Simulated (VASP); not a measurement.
Wanted: the native input for a VASP 6.6.1 run.

```yaml
Task: single point
Functional: PBEsol
Potentials_or_basis: VASP PAW PBE potentials, release 64 (As)
Cutoff: 520 eV
k_mesh: 6 × 6 × 4
Occupations: gaussian, width 0.1 eV
Spin: no spin polarisation
Dipole_correction: no
Further_INCAR_settings: ALGO = Normal; EDIFF = 1e-07; NBANDS = 18
```

The structure of As lies in POSCAR:

```
As
1.0
    3.8322932247      0.0000000000      0.0000000000
   -1.9161466124      3.3188632874      0.0000000000
    0.0000000000      0.0000000000      6.3232838208
As
4
Direct
    0.3333333333      0.6666666667      0.4375000000
    0.6666666667      0.3333333333      0.9375000000
    0.6666666667      0.3333333333      0.5625000000
    0.3333333333      0.6666666667      0.0625000000
```

One way to write it, as run:

INCAR

```
SYSTEM = As
PREC     = Accurate       ! precision mode
ENCUT    = 520            ! plane-wave cutoff, eV
EDIFF    = 1E-7           ! SCF threshold, eV
ISMEAR   = 0              ! smearing method
SIGMA    = 0.1            ! smearing width, eV
LREAL    = .FALSE.        ! projectors in reciprocal space
LASPH    = .TRUE.         ! aspherical terms in the spheres
NELM     = 60             ! most SCF steps
ALGO     = Normal         ! electronic algorithm
ISIF     = 2              ! what is computed and relaxed
LWAVE    = .FALSE.        ! write WAVECAR
LCHARG   = .FALSE.        ! write CHGCAR
GGA      = PS             ! functional
NBANDS   = 18             ! bands
```

KPOINTS

```
Automatic mesh
0
G
  6 6 4
  0 0 0
```

Potentials or basis: VASP PAW PBE potentials, release 64 (As).

Command:

```sh
$ cat potpaw_PBE.64/As/POTCAR > POTCAR
$ mpirun -np 1 vasp_std > vasp.out
```

It gave:

The pressure is 29.8 GPa, the largest force is 0.447 eV/Å and the band gap on the k mesh is zero (band 10 reaches 8.30 eV, above the bottom of band 11 at 6.37 eV).

Caveat: the PAW data sets were made with another functional, which shifts forces and pressure a little.

Wall time 23 s on 1 thread of Intel(R) Xeon(R) Platinum 8259CL CPU @ 2.50GHz (Skylake/Cascade Lake), on a shared host, peak memory 0.19 GiB.
